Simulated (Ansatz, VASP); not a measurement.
# Two plane-wave programs on K

```xyz
1
Lattice="-2.6439 2.6439 2.6439 2.6439 -2.6439 2.6439 2.6439 2.6439 -2.6439" Properties=species:S:1:pos:R:3 pbc="T T T"
K     0.0000    0.0000    0.0000
```

Change from the starting cell: volume scaled by 1.03, PAW files.

Alike in both runs: task electric field gradients; functional PBE; k mesh 10 × 10 × 10; occupations fermi-dirac, width 0.08 eV; no spin polarisation.

```csv
,VASP,Ansatz
version,VASP 6.6.1,Ansatz 0.2.0
potentials or method,"VASP PAW PBE potentials, release 64 (K_sv)","PAW with Ansatz's default frozen-core files, scalar-relativistic"
plane-wave cutoff (eV),520,420
valence electrons in the cell,9,9
```

```tsv
	VASP	Ansatz	Ansatz less VASP
pressure (GPa)	0.0	0.0	+0.01
```

With one functional, cell and mesh, what is left measures potentials, basis and numerics.
